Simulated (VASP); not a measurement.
# BaTe (C2) in VASP: single point with PBE

Aim: the single point of BaTe with PBE.

Everything below comes from runs of VASP 6.6.1. Logs are shortened: lines on timing, memory, paths and dates and some standing lists are left out, and cuts for length are marked.

## (1) The cell of the first run

The structure is monoclinic, space group C2 (No. 5). Conventional cell: a = 8.180 Å, b = 4.676 Å, c = 5.063 Å, α = 90.00°, β = 125.29°, γ = 90.00°. Ba (site symmetry 2) has 6 Te at 3.26 to 3.65 Å within 4.3 Å. Te (site symmetry 2) has 6 Ba at 3.26 to 3.65 Å within 4.3 Å.

## (2) Single point, PBE (strained and its atoms moved)

Contents of INCAR:

```
SYSTEM = BaTe
ALGO = Normal
EDIFF = 1E-6
ENCUT = 520
GGA = PE
ISIF = 2
ISMEAR = 0
LASPH = .True.
LCHARG = .False.
LREAL = .False.
LWAVE = .False.
NBANDS = 15
NELM = 60
PREC = Accurate
SIGMA = 0.02
```

Contents of KPOINTS:

```
k-points
0
Gamma
  8 8 8
  0 0 0
```

Contents of POSCAR:

```
BaTe
1.0
   -0.0745767000      3.3811173000      3.2800790000
    3.5047639000     -0.1982233000      3.4037256000
    3.3065406000      3.3065406000      0.0000000000
Ba Te
1 1
Direct
    0.0000000000      0.0000000000      0.0311044039
    0.5000000000      0.5000000000      0.4688955961
```

Potentials or basis: VASP PAW PBE potentials, release 64 (Ba_sv, Te).

Launch:

```sh
$ cat potpaw_PBE.64/Ba_sv/POTCAR potpaw_PBE.64/Te/POTCAR > POTCAR
$ mpirun -np 1 vasp_std > vasp.out
```

OUTCAR:

```text
SYSTEM = BaTe
   EDIFF = 1E-6
   ENCUT = 520
   GGA = PE
   ISIF = 2
   ISMEAR = 0
   LASPH = .True.
   LREAL = .False.
   NELM = 60
   PREC = Accurate

 ion  position               nearest neighbor table
   1  0.000  0.000  0.031-   2 3.26   2 3.26   2 3.36   2 3.36   2 3.65   2 3.65
   2  0.500  0.500  0.469-   1 3.26   1 3.26   1 3.36   1 3.36   1 3.65   1 3.65

  LATTYP: Found a base centered monoclinic cell.
 ALAT       =     8.1804226681
 B/A-ratio  =     0.5716275003
 C/A-ratio  =     0.6189731433
 COS(beta)  =    -0.5776519388

  Lattice vectors:

 A1 = (  -0.0745767000,   3.3811173000,   3.2800790000)
 A2 = (  -3.3811173000,   0.0745767000,   3.2800790000)
 A3 = (   3.5793406000,  -3.5793406000,   0.1236466000)

Analysis of symmetry for initial positions (statically):
=====================================================================
 Subroutine PRICEL returns:
 Original cell was already a primitive cell.

 Routine SETGRP: Setting up the symmetry group for a
 base centered monoclinic supercell.

 Subroutine GETGRP returns: Found  2 space group operations
 (whereof  2 operations were pure point group operations)
 out of a pool of  4 trial point group operations.

The static configuration has the point symmetry C_2 .

Analysis of symmetry for dynamics (positions and initial velocities):
=====================================================================
 Subroutine PRICEL returns:
 Original cell was already a primitive cell.

 Routine SETGRP: Setting up the symmetry group for a
 base centered monoclinic supercell.

 Subroutine GETGRP returns: Found  2 space group operations
 (whereof  2 operations were pure point group operations)
 out of a pool of  4 trial point group operations.

The dynamic configuration has the point symmetry C_2 .

 Subroutine INISYM returns: Found  2 space group operations
 (whereof  2 operations are pure point group operations),
 and found     1 'primitive' translations

----------------------------------------------------------------------------------------

                                     Primitive cell

  volume of cell :      79.0538

  direct lattice vectors                    reciprocal lattice vectors
    -0.074576700  3.381117300  3.280079000    -0.142365709  0.142365709  0.154882755
     3.504763900 -0.198223300  3.403725600     0.137194013 -0.137194013  0.144539362
     3.306540600  3.306540600  0.000000000     0.153801291  0.148629594 -0.149711059

[... 80 lines left out ...]
   LASPH  =      T    aspherical Exc in radial PAW
   ENCUT  =  520.0 eV  38.22 Ry    6.18 a.u.   8.76  9.09  8.69*2*pi/ulx,y,z
   NELM   =     60;   NELMIN=  2; NELMDL= -5     # of ELM steps
   EDIFF  = 0.1E-05   stopping-criterion for ELM
   LREAL  =      F    real-space projection
[... 7 lines left out ...]
   TEBEG  =    0.0;   TEEND  =   0.0 temperature during run
   PSTRESS=    0.0 pullay stress
   NELECT =      16.0000    total number of electrons
   NUPDOWN=      -1.0000    fix difference up-down
   EMIN   =  10.00;   EMAX   =-10.00  energy-range for DOS
   EFERMI =   0.00;   METHOD = LEGACY
   ISMEAR =     0;   SIGMA  =   0.02  broadening in eV -4-tet -1-fermi 0-gaus
   EFERMI_NEDOS =   21; number of points for ismear=-14 and -15
   IALGO  =     38    algorithm
   IMIX   =      4    mixing-type and parameters
     AMIX     =   0.40;   BMIX     =  1.00
     AMIX_MAG =   1.60;   BMIX_MAG =  1.00
  volume/ion in A,a.u.               =      39.53       266.74
  Fermi-wavevector in a.u.,A,eV,Ry     =   0.961185  1.816377 12.570114  0.923877
  Thomas-Fermi vector in A             =   2.090535
   LORBIT       =      0    0 simple, 1 ext, 2 COOP (PROOUT), +10 PAW based schemes
   GGA     = PE    functional components
   LHFCALC =     F    Hartree Fock is set to
   AEXX    =    0.0000 exact exchange contribution
   IVDW    =     0    specifies the selected vdW correction
   LEPSILON=     F    determine dielectric tensor
   LRPA    =     F    only Hartree local field effects (RPA)
 non-spin polarized calculation
 Gauss-broadening in eV      SIGMA  =   0.02
  energy-cutoff  :      520.00
  volume of cell :       79.05
 maximum number of plane-waves:      2146
   NGX = 17   NGY = 19   NGZ = 17

 number of electron      16.0000000 magnetization

 Free energy of the ion-electron system (eV)
  ---------------------------------------------------
  ext. energy  EPLUGINS =         0.00000000
  ---------------------------------------------------
  free energy    TOTEN  =        -8.36882819 eV

  energy without entropy =       -8.36882819  energy(sigma->0) =       -8.36882819

 E-fermi :   2.9393     XC(G=0):  -8.5710

 val. band max:        2.8021577827   @ k =   0.0000   0.0000   0.0000
 cond. band min:       4.3406624886   @ k =   0.5000   0.0000   0.5000
 fundamental gap:      1.5385047058
 Fermi energy:         2.9393098829

 k-point     1 :       0.0000    0.0000    0.0000
  band No.  band energies     occupation
      1     -24.0123      2.00000
      2      -9.2116      2.00000
      3      -9.1968      2.00000
      4      -9.1884      2.00000
      5      -6.9017      2.00000
      6       2.5464      2.00000
      7       2.7983      2.00000
      8       2.8022      2.00000
      9       5.2214      0.00000
     10       5.7501      0.00000
     11       6.1149      0.00000
     12       6.2910      0.00000
     13       6.6006      0.00000
     14       6.6808      0.00000
[... 401 lines left out ...]
      2      -9.5757      2.00000
      3      -9.3016      2.00000
      4      -9.2570      2.00000
      5      -6.3368      2.00000
      6       1.0828      2.00000
      7       1.9949      2.00000
      8       2.4092      2.00000
      9       4.9293      0.00000
     10       7.2058      0.00000
     11       7.2823      0.00000
     12       8.1740      0.00000
     13       8.4490      0.00000
     14      10.2272      0.00000
     15      10.8626      0.00000

 [... further k-points ...]
[... 5 lines left out ...]
  --------------------------------------------------------------------------------------
  -------------------------------------------------------------------------------------
  Total        2.2323444      2.2323444      2.8440944      0.0877183      0.2003757     -0.2003757
  in kB       45.2427261     45.2427261     57.6410097      1.7777790      4.0609961     -4.0609959
  external PRESSURE =      49.3754873 kB  Pullay stress =       0.0000000 kB

 VOLUME and BASIS-vectors are now :
 -----------------------------------------------------------------------------
  energy-cutoff  :      520.00
  volume of cell :       79.05
      direct lattice vectors                 reciprocal lattice vectors
    -0.074576700  3.381117300  3.280079000    -0.142365709  0.142365709  0.154882755
     3.504763900 -0.198223300  3.403725600     0.137194013 -0.137194013  0.144539362
     3.306540600  3.306540600  0.000000000     0.153801291  0.148629594 -0.149711059

 POSITION                                       TOTAL-FORCE (eV/Angst)
 -----------------------------------------------------------------------------------
      0.10285      0.10285      0.00000        -0.505253     -0.505253      0.000000
      3.26552      3.14187      3.34190         0.505253      0.505253      0.000000
 -----------------------------------------------------------------------------------
    total drift:                               -0.000010     -0.000010      0.000000

  FREE ENERGIE OF THE ION-ELECTRON SYSTEM (eV)
  ---------------------------------------------------
  free  energy   TOTEN  =        -8.3688281889 eV

  energy  without entropy=       -8.3688281889  energy(sigma->0) =       -8.36882819
```

OSZICAR:

```text
N       E                     dE             d eps       ncg     rms          rms(c)
DAV:   1     0.817752680641E+02    0.81775E+02   -0.63354E+03  4500   0.896E+02
DAV:   2    -0.336827708163E+01   -0.85144E+02   -0.78008E+02  6003   0.161E+02
DAV:   3    -0.835478860052E+01   -0.49865E+01   -0.49535E+01  6562   0.405E+01
DAV:   4    -0.846881377072E+01   -0.11403E+00   -0.11400E+00  5804   0.610E+00
DAV:   5    -0.847096836547E+01   -0.21546E-02   -0.21545E-02  6476   0.729E-01    0.434E+00
DAV:   6    -0.836524570354E+01    0.10572E+00   -0.11381E-01  5459   0.180E+00    0.283E+00
DAV:   7    -0.836410478873E+01    0.11409E-02   -0.10762E-01  5725   0.191E+00    0.810E-01
DAV:   8    -0.836812846552E+01   -0.40237E-02   -0.11617E-02  5151   0.731E-01    0.228E-01
DAV:   9    -0.836855814439E+01   -0.42968E-03   -0.50387E-04  6250   0.168E-01    0.856E-02
DAV:  10    -0.836879201863E+01   -0.23387E-03   -0.18437E-04  5319   0.895E-02    0.203E-02
DAV:  11    -0.836882883008E+01   -0.36811E-04   -0.52611E-05  6068   0.440E-02    0.181E-02
DAV:  12    -0.836882818885E+01    0.64123E-06   -0.31554E-06  5480   0.127E-02
   1 F= -.83688282E+01 E0= -.83688282E+01  d E =-.887094E-25
```

Run time: 1.7 min. Hardware: 1 thread of Intel Xeon Platinum 8259CL at 2.50GHz (Skylake/Cascade Lake), shared host; peak memory 0.34 GiB.

Results:

| Quantity | Value |
| --- | --- |
| Free energy | -8.3688 eV |
| Pressure | 4.9 GPa |
| Largest force | 0.715 eV/Å |
| Band gap on the k mesh | 1.54 eV, indirect (least direct gap 1.87 eV) |

Forces in eV/Å, atoms in the order of the input:
```
Ba  -0.505 -0.505  0.000
Te   0.505  0.505  0.000
```

Levels at points of the mesh, in eV from the valence-band top:
```tsv
k point	band 5	band 6	band 7	band 8	band 9	band 10	band 11	band 12
(0.00, 0.00, 0.00)	-9.70	-0.26	0.00	0.00	2.42	2.95	3.31	3.49
(0.50, 0.00, 0.00)	-8.70	-2.45	-1.40	-0.97	4.07	4.13	5.40	5.43
(0.00, 0.50, 0.00)	-8.69	-2.46	-1.08	-0.87	4.16	4.33	4.96	5.07
(0.50, 0.50, 0.00)	-9.44	-1.05	-0.57	-0.49	1.68	4.69	4.87	5.92
(0.00, 0.00, 0.50)	-8.74	-2.42	-1.52	-1.23	4.13	4.61	5.23	5.62
(0.50, 0.00, 0.50)	-9.41	-1.19	-0.48	-0.34	1.54	4.42	4.95	5.59
```

Caveat: the cell differs from its parent crystal (strained and its atoms moved); spin-orbit coupling is left out, which moves the levels of the heavy elements. A k mesh can miss the band edges.
